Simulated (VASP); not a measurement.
# InSe3 (Pm-3m) in VASP: a series of runs

Runs on InSe3. Level: PBE. Tasks: single point, relaxation of cell and atoms.

Program: VASP 6.6.1. These are calculated values, not measurements. Logs are shortened: lines on timing, memory, paths and dates and some standing lists are left out, and cuts for length are marked.

### Step 1. The cell of the first run

It takes space group Pm-3m (No. 221, cubic). Conventional cell: a = 4.490 Å, b = 4.490 Å, c = 4.490 Å, α = 90.00°, β = 90.00°, γ = 90.00°. In (site symmetry m-3m) has 12 Se at 3.18 Å within 4.2 Å. Se (site symmetry 4/mmm) has 4 In at 3.18 Å and 8 Se at 3.18 Å within 4.2 Å.

### Step 2. Single point, PBE

INCAR reads:

```
PREC = Accurate
ENCUT = 520
EDIFF = 1E-6
ISMEAR = 0
SIGMA = 0.1
LREAL = False
LASPH = True
NELM = 100
ALGO = Normal
ISIF = 2
LWAVE = False
LCHARG = False
GGA = PE
NBANDS = 24
```

KPOINTS reads:

```
Automatic mesh
0
Gamma
  4 4 4
```

POSCAR reads:

```
InSe3
1.0
    4.4902216022      0.0000000000      0.0000000000
    0.0000000000      4.4902216022      0.0000000000
    0.0000000000      0.0000000000      4.4902216022
In Se
1 3
Direct
    0.0000000000      0.0000000000      0.0000000000
    0.0000000000      0.5000000000      0.5000000000
    0.5000000000      0.0000000000      0.5000000000
    0.5000000000      0.5000000000      0.0000000000
```

Potentials or basis: VASP PAW PBE potentials, release 64 (In_d, Se).

Command:

```bash
$ cat potpaw_PBE.64/In_d/POTCAR potpaw_PBE.64/Se/POTCAR > POTCAR
$ mpirun -np 1 vasp_std > vasp.out
```

OUTCAR:

```text
PREC = Accurate
   ENCUT = 520
   EDIFF = 1E-6
   ISMEAR = 0
   LREAL = False
   LASPH = True
   NELM = 100
   ISIF = 2
   GGA = PE

 ion  position               nearest neighbor table
   1  0.000  0.000  0.000-   2 3.18   3 3.18   4 3.18   2 3.18   3 3.18   2 3.18   4 3.18   2 3.18
                             3 3.18   4 3.18   3 3.18   4 3.18
   2  0.000  0.500  0.500-   1 3.18   1 3.18   1 3.18   1 3.18
   3  0.500  0.000  0.500-   1 3.18   1 3.18   1 3.18   1 3.18
   4  0.500  0.500  0.000-   1 3.18   1 3.18   1 3.18   1 3.18

  LATTYP: Found a simple cubic cell.
 ALAT       =     4.4902216022

  Lattice vectors:

 A1 = (   4.4902216022,   0.0000000000,   0.0000000000)
 A2 = (   0.0000000000,   4.4902216022,   0.0000000000)
 A3 = (   0.0000000000,   0.0000000000,   4.4902216022)

Analysis of symmetry for initial positions (statically):
=====================================================================
 Subroutine PRICEL returns:
 Original cell was already a primitive cell.

 Routine SETGRP: Setting up the symmetry group for a
 simple cubic supercell.

 Subroutine GETGRP returns: Found 48 space group operations
 (whereof 48 operations were pure point group operations)
 out of a pool of 48 trial point group operations.

The static configuration has the point symmetry O_h .

Analysis of symmetry for dynamics (positions and initial velocities):
=====================================================================
 Subroutine PRICEL returns:
 Original cell was already a primitive cell.

 Routine SETGRP: Setting up the symmetry group for a
 simple cubic supercell.

 Subroutine GETGRP returns: Found 48 space group operations
 (whereof 48 operations were pure point group operations)
 out of a pool of 48 trial point group operations.

The dynamic configuration has the point symmetry O_h .

 Subroutine INISYM returns: Found 48 space group operations
 (whereof 48 operations are pure point group operations),
 and found     1 'primitive' translations

----------------------------------------------------------------------------------------

                                     Primitive cell

  volume of cell :      90.5323

  direct lattice vectors                    reciprocal lattice vectors
     4.490221602  0.000000000  0.000000000     0.222706158  0.000000000  0.000000000
     0.000000000  4.490221602  0.000000000     0.000000000  0.222706158  0.000000000
     0.000000000  0.000000000  4.490221602     0.000000000  0.000000000  0.222706158

  length of vectors
     4.490221602  4.490221602  4.490221602     0.222706158  0.222706158  0.222706158

  position of ions in fractional coordinates (direct lattice)
     0.000000000  0.000000000  0.000000000
     0.000000000  0.500000000  0.500000000
     0.500000000  0.000000000  0.500000000
     0.500000000  0.500000000  0.000000000

  ion indices of the primitive-cell ions
   primitive index   ion index
                 1           1
                 2           2
                 3           3
                 4           4

----------------------------------------------------------------------------------------

 KPOINTS: Automatic mesh

Automatic generation of k-mesh.
 Grid dimensions read from file:
 generate k-points for:    4    4    4

 Generating k-lattice:

  Cartesian coordinates                     Fractional coordinates (reciprocal lattice)
     0.055676539  0.000000000  0.000000000     0.250000000  0.000000000  0.000000000
     0.000000000  0.055676539  0.000000000     0.000000000  0.250000000  0.000000000
     0.000000000  0.000000000  0.055676539     0.000000000  0.000000000  0.250000000

  Length of vectors
     0.055676539  0.055676539  0.055676539

  Shift w.r.t. Gamma in fractional coordinates (k-lattice)
     0.000000000  0.000000000  0.000000000

 Subroutine IBZKPT returns following result:
 ===========================================

 Found     10 irreducible k-points:

 Following reciprocal coordinates:
            Coordinates               Weight
  0.000000  0.000000  0.000000      1.000000
  0.250000  0.000000  0.000000      6.000000
  0.500000  0.000000  0.000000      3.000000
  0.250000  0.250000  0.000000     12.000000
  0.500000  0.250000  0.000000     12.000000
  0.500000  0.500000  0.000000      3.000000
  0.250000  0.250000  0.250000      8.000000
  0.500000  0.250000  0.250000     12.000000
  0.500000  0.500000  0.250000      6.000000
  0.500000  0.500000  0.500000      1.000000
   k-points           NKPTS =     10   k-points in BZ     NKDIM =     10   number of bands    NBANDS=     24
   number of dos      NEDOS =    301   number of ions     NIONS =      4
   total plane-waves  NPLWV =  46656
   dimension x,y,z NGX =    36 NGY =   36 NGZ =   36
   dimension x,y,z NGXF=    72 NGYF=   72 NGZF=   72
   ions per type =               1   3
   NGX,Y,Z   is equivalent  to a cutoff of  13.33, 13.33, 13.33 a.u.
   NGXF,Y,Z  is equivalent  to a cutoff of  26.66, 26.66, 26.66 a.u.
 SYSTEM =  unknown system
   PREC   = accura    normal or accurate (medium, high low for compatibility)
   ISTART =      0    job   : 0-new  1-cont  2-samecut
   ICHARG =      2    charge: 1-file 2-atom 10-const
   ISPIN  =      1    spin polarized calculation?
   LNONCOLLINEAR =      F non collinear calculations
   LSORBIT =      F    spin-orbit coupling
   LASPH  =      T    aspherical Exc in radial PAW
   ENCUT  =  520.0 eV  38.22 Ry    6.18 a.u.   8.35  8.35  8.35*2*pi/ulx,y,z
   NELM   =    100;   NELMIN=  2; NELMDL= -5     # of ELM steps
   EDIFF  = 0.1E-05   stopping-criterion for ELM
   LREAL  =      F    real-space projection
   EDIFFG = 0.1E-04   stopping-criterion for IOM
   NSW    =      0    number of steps for IOM
   IBRION =     -1    ionic relax: 0-MD 1-quasi-New 2-CG
   NFREE  =      0    steps in history (QN), initial steepest desc. (CG)
   ISIF   =      2    stress and relaxation
   ISYM   =      2    0-nonsym 1-usesym 2-fastsym
   POTIM  = 0.5000    time-step for ionic-motion
   TEBEG  =    0.0;   TEEND  =   0.0 temperature during run
   PSTRESS=    0.0 pullay stress
   NELECT =      31.0000    total number of electrons
   NUPDOWN=      -1.0000    fix difference up-down
   EMIN   =  10.00;   EMAX   =-10.00  energy-range for DOS
   EFERMI =   0.00;   METHOD = LEGACY
   ISMEAR =     0;   SIGMA  =   0.10  broadening in eV -4-tet -1-fermi 0-gaus
   EFERMI_NEDOS =   21; number of points for ismear=-14 and -15
   IALGO  =     38    algorithm
   IMIX   =      4    mixing-type and parameters
     AMIX     =   0.40;   BMIX     =  1.00
     AMIX_MAG =   1.60;   BMIX_MAG =  1.00
  volume/ion in A,a.u.               =      22.63       152.74
  Fermi-wavevector in a.u.,A,eV,Ry     =   1.145322  2.164345 17.847614  1.311763
  Thomas-Fermi vector in A             =   2.282011
   LORBIT       =      0    0 simple, 1 ext, 2 COOP (PROOUT), +10 PAW based schemes
   GGA     = PE    functional components
   LHFCALC =     F    Hartree Fock is set to
   AEXX    =    0.0000 exact exchange contribution
   IVDW    =     0    specifies the selected vdW correction
   LEPSILON=     F    determine dielectric tensor
   LRPA    =     F    only Hartree local field effects (RPA)
 non-spin polarized calculation
 Gauss-broadening in eV      SIGMA  =   0.10
  energy-cutoff  :      520.00
  volume of cell :       90.53
 maximum number of plane-waves:      2469
 NGX is ok and might be reduce to    36
   NGX = 17   NGY = 17   NGZ = 17

 number of electron      31.0000008 magnetization

 Free energy of the ion-electron system (eV)
  ---------------------------------------------------
  ext. energy  EPLUGINS =         0.00000000
  ---------------------------------------------------
  free energy    TOTEN  =       -11.52266105 eV

  energy without entropy =      -11.49425654  energy(sigma->0) =      -11.50845879

 E-fermi :   5.5005     XC(G=0): -10.2885

 val. band max:        5.4408715808   @ k =   0.2500   0.0000   0.0000
 cond. band min:       5.5248121542   @ k =   0.5000   0.5000   0.2500
 fundamental gap:      0.0839405734
 Fermi energy:         5.5005194663

 k-point     1 :       0.0000    0.0000    0.0000
  band No.  band energies     occupation
      1      -9.3695      2.00000
      2      -8.7603      2.00000
      3      -8.7603      2.00000
      4      -8.6905      2.00000
      5      -8.6905      2.00000
      6      -8.6905      2.00000
[... 16 lines left out ...]
     23      11.9867      0.00000
     24      11.9867      0.00000

 k-point     2 :       0.2500    0.0000    0.0000
  band No.  band energies     occupation
      1      -9.0557      2.00000
      2      -8.7449      2.00000
      3      -8.7393      2.00000
      4      -8.7006      2.00000
      5      -8.7006      2.00000
      6      -8.6900      2.00000
[... 16 lines left out ...]
     23      12.3386      0.00000
     24      12.5105      0.00000

 k-point     3 :       0.5000    0.0000    0.0000
  band No.  band energies     occupation
      1      -8.7524      2.00000
      2      -8.7181      2.00000
      3      -8.7105      2.00000
      4      -8.7105      2.00000
      5      -8.6896      2.00000
      6      -8.4489      2.00000
[... 16 lines left out ...]
     23      13.6886      0.00000
     24      14.4717      0.00000

 k-point     4 :       0.2500    0.2500    0.0000
  band No.  band energies     occupation
      1      -8.8737      2.00000
      2      -8.7332      2.00000
      3      -8.7250      2.00000
      4      -8.7002      2.00000
      5      -8.6993      2.00000
      6      -8.5904      2.00000
[... 16 lines left out ...]
     23      13.5607      0.00000
     24      14.1913      0.00000

 k-point     5 :       0.5000    0.2500    0.0000
  band No.  band energies     occupation
      1      -8.8255      2.00000
      2      -8.7192      2.00000
      3      -8.7093      2.00000
      4      -8.7028      2.00000
      5      -8.6989      2.00000
      6      -8.0643      2.00000
[... 16 lines left out ...]
     23      14.6836      0.00000
     24      14.7963      0.00000

 k-point     6 :       0.5000    0.5000    0.0000
  band No.  band energies     occupation
      1      -8.8778      2.00000
      2      -8.7082      2.00000
      3      -8.7082      2.00000
      4      -8.7037      2.00000
      5      -8.6717      2.00000
      6      -7.3790      2.00000
[... 16 lines left out ...]
     23      14.0857      0.00000
     24      15.0569      0.00000

 k-point     7 :       0.2500    0.2500    0.2500
  band No.  band energies     occupation
      1      -8.8405      2.00000
      2      -8.7478      2.00000
      3      -8.7478      2.00000
      4      -8.6990      2.00000
      5      -8.6990      2.00000
      6      -8.3197      2.00000
[... 16 lines left out ...]
     23      12.9988      0.00000
     24      12.9988      0.00000

 k-point     8 :       0.5000    0.2500    0.2500
  band No.  band energies     occupation
      1      -8.8312      2.00000
      2      -8.7731      2.00000
      3      -8.7542      2.00000
      4      -8.6946      2.00000
      5      -8.6850      2.00000
      6      -7.7623      2.00000
[... 16 lines left out ...]
     23      14.4636      0.00000
     24      15.0963      0.00000

 k-point     9 :       0.5000    0.5000    0.2500
  band No.  band energies     occupation
      1      -8.8644      2.00000
      2      -8.7866      2.00000
      3      -8.7866      2.00000
      4      -8.6864      2.00000
      5      -8.6704      2.00000
      6      -7.1798      2.00000
[... 16 lines left out ...]
     23      14.3902      0.00000
     24      15.3263      0.00000

 k-point    10 :       0.5000    0.5000    0.5000
  band No.  band energies     occupation
      1      -8.8517      2.00000
      2      -8.8517      2.00000
      3      -8.8517      2.00000
      4      -8.6691      2.00000
      5      -8.6691      2.00000
      6      -6.9825      2.00000
[... 16 lines left out ...]
     23      13.8312      0.00000
     24      13.8312      0.00000

------------------------ aborting loop because EDIFF is reached ----------------------------------------

  FORCE on cell =-STRESS in cart. coord.  units (eV):
  Direction    XX          YY          ZZ          XY          YZ          ZX
  --------------------------------------------------------------------------------------
  -------------------------------------------------------------------------------------
  Total        0.1759250      0.1759250      0.1759250      0.0000000      0.0000000      0.0000000
  in kB        3.1133987      3.1133987      3.1133987      0.0000000      0.0000000      0.0000000
  external PRESSURE =       3.1133987 kB  Pullay stress =       0.0000000 kB

 VOLUME and BASIS-vectors are now :
 -----------------------------------------------------------------------------
  energy-cutoff  :      520.00
  volume of cell :       90.53
      direct lattice vectors                 reciprocal lattice vectors
     4.490221602  0.000000000  0.000000000     0.222706158  0.000000000  0.000000000
     0.000000000  4.490221602  0.000000000     0.000000000  0.222706158  0.000000000
     0.000000000  0.000000000  4.490221602     0.000000000  0.000000000  0.222706158

 POSITION                                       TOTAL-FORCE (eV/Angst)
 -----------------------------------------------------------------------------------
      0.00000      0.00000      0.00000         0.000000      0.000000      0.000000
      0.00000      2.24511      2.24511         0.000000      0.000000      0.000000
      2.24511      0.00000      2.24511         0.000000      0.000000      0.000000
      2.24511      2.24511      0.00000         0.000000      0.000000      0.000000
 -----------------------------------------------------------------------------------
    total drift:                                0.000000      0.000000      0.000000

  FREE ENERGIE OF THE ION-ELECTRON SYSTEM (eV)
  ---------------------------------------------------
  free  energy   TOTEN  =       -11.5226610535 eV

  energy  without entropy=      -11.4942565352  energy(sigma->0) =      -11.50845879
```

Wall time 19 s (1 thread of Intel Xeon 8259CL, shared host); peak memory 0.21 GiB.

Results:

| Quantity | Value |
| --- | --- |
| Free energy | -11.5227 eV |
| Pressure | 0.3 GPa |
| Band gap on the k mesh | zero (an odd number of electrons rules out a gap without spin polarisation) |

Levels at points of the mesh, in eV from the Fermi level:
```tsv
k point	band 13	band 14	band 15	band 16	band 17	band 18
(0.00, 0.00, 0.00)	-0.99	-0.99	-0.99	0.64	0.64	0.64
(0.50, 0.00, 0.00)	-2.75	-1.93	-1.88	0.45	0.45	1.32
(0.50, 0.50, 0.00)	-2.24	-2.07	-2.07	-0.09	1.17	1.24
(0.50, 0.50, 0.50)	-4.03	1.24	1.24	1.24	1.29	1.29
```

Caveat: spin-orbit coupling is left out, which moves the levels of the heavy elements.

(Part 1 of 2 ends here.)
